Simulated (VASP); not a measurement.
SnSe2:

```
CELL_PARAMETERS angstrom
1.92728 1.11272 6.10251
-1.92728 1.11272 6.10251
0.00000 -2.22543 6.10251
ATOMIC_POSITIONS crystal
Sn 0.00000 0.00000 0.00000
Se 0.24778 0.24778 0.24778
Se 0.75222 0.75222 0.75222
```

```yaml
Program: VASP 6.6.1
Task: relaxation of cell and atoms
Functional: PBEsol
Potentials_or_basis: VASP PAW PBE potentials, release 64 (Sn_d, Se)
Cutoff: 600 eV
k_mesh: 6 × 6 × 6
Occupations: fermi-dirac, width 0.03 eV
Spin: no spin polarisation
```

At the start: pressure -0.2 GPa; volume 26.17 Å³/atom.

How do energy, volume and symmetry change on relaxing?

Over 14 steps the energy falls by 2.6 meV/atom and the volume is 26.97 Å³/atom (+3.0 %); space group R-3m (No. 166, to 0.05 Å).

The path:
| step | energy change (eV) | largest force (eV/Å) | pressure (GPa) | volume (Å³) |
| --- | --- | --- | --- | --- |
| 1 | 0.0000 | 0.0273 | -0.22 | 78.52 |
| 2 | -0.0028 | 0.0132 | 0.10 | 78.11 |
| 3 | -0.0033 | 0.0036 | 0.29 | 77.85 |
| 4 | -0.0036 | 0.0796 | -0.13 | 78.32 |
| 5 | -0.0037 | 0.0515 | 0.02 | 78.16 |
| 6 | -0.0037 | 0.0544 | 0.00 | 78.18 |
| 7 | -0.0040 | 0.0521 | 0.00 | 78.29 |
| 8 | -0.0048 | 0.0447 | -0.01 | 78.63 |
| 9 | -0.0062 | 0.0257 | -0.02 | 79.30 |
| 10 | -0.0074 | 0.0313 | 0.02 | 80.65 |
| 11 | -0.0077 | 0.0066 | -0.09 | 80.98 |
| 12 | -0.0077 | 0.0057 | -0.08 | 80.98 |
| 13 | -0.0077 | 0.0106 | 0.09 | 80.83 |
| 14 | -0.0077 | 0.0024 | 0.01 | 80.90 |

Final structure:
```
Sn Se
1.0
     1.90936    1.10237    6.40598
    -1.90936    1.10237    6.40598
     0.00000   -2.20474    6.40598
Sn Se
1 2
Direct
  0.00000 0.00000 0.00000
  0.25098 0.25098 0.25098
  0.74902 0.74902 0.74902
```

Caveat: the PAW data sets were made with another functional, which shifts forces and pressure a little.
